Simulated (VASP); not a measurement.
# Ta (Im-3m) in VASP: settings compared, part 2 of 2

VASP 6.6.1.

## Step 5: Single point, LDA

This run uses another cell than the first one, of 16.93 Å³/atom, 0.940 times its volume.

INCAR reads:

```
SYSTEM = Ta
ALGO = Normal
EDIFF = 1E-7
ENCUT = 520
GGA = CA
ISIF = 2
ISMEAR = -1
LASPH = .True.
LCHARG = .False.
LREAL = .False.
LWAVE = .False.
NBANDS = 12
NELM = 80
PREC = Accurate
SIGMA = 0.05
```

KPOINTS reads:

```
k-points
0
Gamma
  11 11 11
  0 0 0
```

POSCAR reads:

```
Ta
1.0
   -1.6175709496      1.6175709496      1.6175709496
    1.6175709496     -1.6175709496      1.6175709496
    1.6175709496      1.6175709496     -1.6175709496
Ta
1
Direct
    0.0000000000      0.0000000000      0.0000000000
```

Potentials or basis: VASP PAW LDA potentials, release 64 (Ta_pv).

Started as:

```bash
$ cat potpaw_LDA.64/Ta_pv/POTCAR > POTCAR
$ mpirun -np 1 vasp_std > vasp.out
```

OUTCAR:

```text
SYSTEM = Ta
   EDIFF = 1E-7
   ENCUT = 520
   GGA = CA
   ISIF = 2
   ISMEAR = -1
   LASPH = .True.
   LREAL = .False.
   NELM = 80
   PREC = Accurate

 ion  position               nearest neighbor table
   1  0.000  0.000  0.000-

  LATTYP: Found a body centered cubic cell.
 ALAT       =     3.2351418992

  Lattice vectors:

 A1 = (  -1.6175709496,   1.6175709496,   1.6175709496)
 A2 = (   1.6175709496,  -1.6175709496,   1.6175709496)
 A3 = (   1.6175709496,   1.6175709496,  -1.6175709496)

Analysis of symmetry for initial positions (statically):
=====================================================================
 Subroutine PRICEL returns:
 Original cell was already a primitive cell.

 Routine SETGRP: Setting up the symmetry group for a
 body centered cubic supercell.

 Subroutine GETGRP returns: Found 48 space group operations
 (whereof 48 operations were pure point group operations)
 out of a pool of 48 trial point group operations.

The static configuration has the point symmetry O_h .

Analysis of symmetry for dynamics (positions and initial velocities):
=====================================================================
 Subroutine PRICEL returns:
 Original cell was already a primitive cell.

 Routine SETGRP: Setting up the symmetry group for a
 body centered cubic supercell.

 Subroutine GETGRP returns: Found 48 space group operations
 (whereof 48 operations were pure point group operations)
 out of a pool of 48 trial point group operations.

The dynamic configuration has the point symmetry O_h .

 Subroutine INISYM returns: Found 48 space group operations
 (whereof 48 operations are pure point group operations),
 and found     1 'primitive' translations

----------------------------------------------------------------------------------------

[... 109 lines left out ...]
     AMIX     =   0.40;   BMIX     =  1.00
     AMIX_MAG =   1.60;   BMIX_MAG =  1.00
  volume/ion in A,a.u.               =      16.93       114.25
  Fermi-wavevector in a.u.,A,eV,Ry     =   1.417933  2.679505 27.354977  2.010534
  Thomas-Fermi vector in A             =   2.539111
   LORBIT       =      0    0 simple, 1 ext, 2 COOP (PROOUT), +10 PAW based schemes
   GGA     = CA    functional components
   LHFCALC =     F    Hartree Fock is set to
   AEXX    =    0.0000 exact exchange contribution
   IVDW    =     0    specifies the selected vdW correction
   LEPSILON=     F    determine dielectric tensor
   LRPA    =     F    only Hartree local field effects (RPA)
 non-spin polarized calculation
  energy-cutoff  :      520.00
  volume of cell :       16.93
 maximum number of plane-waves:       470
 NGX is ok and might be reduce to    24
   NGX = 11   NGY = 11   NGZ = 11

 number of electron      10.9999998 magnetization

 Free energy of the ion-electron system (eV)
  ---------------------------------------------------
  ext. energy  EPLUGINS =         0.00000000
  ---------------------------------------------------
  free energy    TOTEN  =       -12.83365291 eV

  energy without entropy =      -12.82635014  energy(sigma->0) =      -12.83000153

 E-fermi :   5.9163     XC(G=0): -13.1144

 val. band max:        5.9094345313   @ k =  -0.4545  -0.4545   0.0909
 cond. band min:       5.9627837099   @ k =  -0.1818   0.2727   0.0909
 fundamental gap:      0.0533491786
 Fermi energy:         5.9163143189

 k-point     1 :       0.0000    0.0000    0.0000
  band No.  band energies     occupation
      1     -26.7369      2.00000
      2     -26.7369      2.00000
      3     -26.7369      2.00000
      4      -2.1455      2.00000
      5       6.5856      0.00000
      6       6.5856      0.00000
      7       6.5856      0.00000
      8      10.0716      0.00000
      9      10.0716      0.00000
     10      19.8101      0.00000
     11      21.2900      0.00000
     12      21.2900      0.00000
[... 331 lines left out ...]
 k-point    24 :       0.3636    0.1818    0.0909
  band No.  band energies     occupation
      1     -27.9444      2.00000
      2     -27.4038      2.00000
      3     -26.9809      2.00000
      4       2.9376      2.00000
      5       4.1916      2.00000
      6       6.1571      0.01606
      7      10.5723      0.00000
      8      11.1896      0.00000
      9      15.7805      0.00000
     10      16.8061      0.00000
     11      19.8179      0.00000
     12      20.0082      0.00000

 [... further k-points ...]
[... 5 lines left out ...]
  --------------------------------------------------------------------------------------
  -------------------------------------------------------------------------------------
  Total        0.5150410      0.5150410      0.5150410      0.0000000      0.0000000     -0.0000000
  in kB       48.7418870     48.7418870     48.7418870      0.0000000      0.0000000     -0.0000000
  external PRESSURE =      48.7418870 kB  Pullay stress =       0.0000000 kB

 VOLUME and BASIS-vectors are now :
 -----------------------------------------------------------------------------
  energy-cutoff  :      520.00
  volume of cell :       16.93
      direct lattice vectors                 reciprocal lattice vectors
    -1.617570950  1.617570950  1.617570950     0.000000000  0.309105452  0.309105452
     1.617570950 -1.617570950  1.617570950     0.309105452  0.000000000  0.309105452
     1.617570950  1.617570950 -1.617570950     0.309105452  0.309105452  0.000000000

 POSITION                                       TOTAL-FORCE (eV/Angst)
 -----------------------------------------------------------------------------------
      0.00000      0.00000      0.00000         0.000000      0.000000     -0.000000
 -----------------------------------------------------------------------------------
    total drift:                               -0.000000      0.000000     -0.000000

  FREE ENERGIE OF THE ION-ELECTRON SYSTEM (eV)
  ---------------------------------------------------
  free  energy   TOTEN  =       -12.8336529077 eV

  energy  without entropy=      -12.8263501448  energy(sigma->0) =      -12.83000153
```

It took 6.9 s on 1 thread of Intel Xeon Platinum 8488C (Sapphire Rapids), shared host; peak memory 0.13 GiB.

What came out:

| Item | Value |
| --- | --- |
| Free energy | -12.8337 eV |
| Pressure | 4.9 GPa |

Levels at points of the mesh, in eV from the Fermi level:
```
           k point  band 3  band 4  band 5  band 6  band 7  band 8
(0.00, 0.00, 0.00)  -32.65   -8.06    0.67    0.67    0.67    4.16
```

Caveat: spin-orbit coupling is left out, which moves the levels of the heavy elements.

## Step 6: Summary

| level | potentials or basis | spin | cell | k mesh | smearing | gap on the mesh (eV) | pressure (GPa) | moment (μB) |
| --- | --- | --- | --- | --- | --- | --- | --- | --- |
| LDA | VASP PAW LDA potentials, release 64 (Ta_pv) | non-collinear, zero start, SOC | a = 2.860 Å, angles 109.5°, 1 atom | 8 × 8 × 8 | fermi-dirac 0.05 eV | - | -9.8 | 0.00 |
| r2SCAN | VASP PAW PBE potentials, release 64 (Ta_pv) | non-collinear, zero start, SOC | a = 2.860 Å, angles 109.5°, 1 atom | 8 × 8 × 8 | fermi-dirac 0.05 eV | - | -1.6 | 0.00 |
| PBEsol+D3(BJ) | VASP PAW PBE potentials, release 64 (Ta_pv) | off | a = 3.303 Å, 2 atoms | 8 × 8 × 8 | methfessel-paxton 0.2 eV | none | -10.2 | - |
| LDA | VASP PAW LDA potentials, release 64 (Ta_pv) | off | a = 2.802 Å, angles 109.5°, 1 atom | 11 × 11 × 11 | fermi-dirac 0.05 eV | none | 4.9 | - |

Alike in all rows: task single point; cutoff (eV) 520.

Caveats: the PAW data sets were made with another functional, which shifts forces and pressure a little (some runs); spin-orbit coupling is left out, which moves the levels of the heavy elements (some runs); pairwise dispersion overbinds metals, which lowers pressure and volume (some runs).

Absolute energies hang on the potentials; compare differences alone.
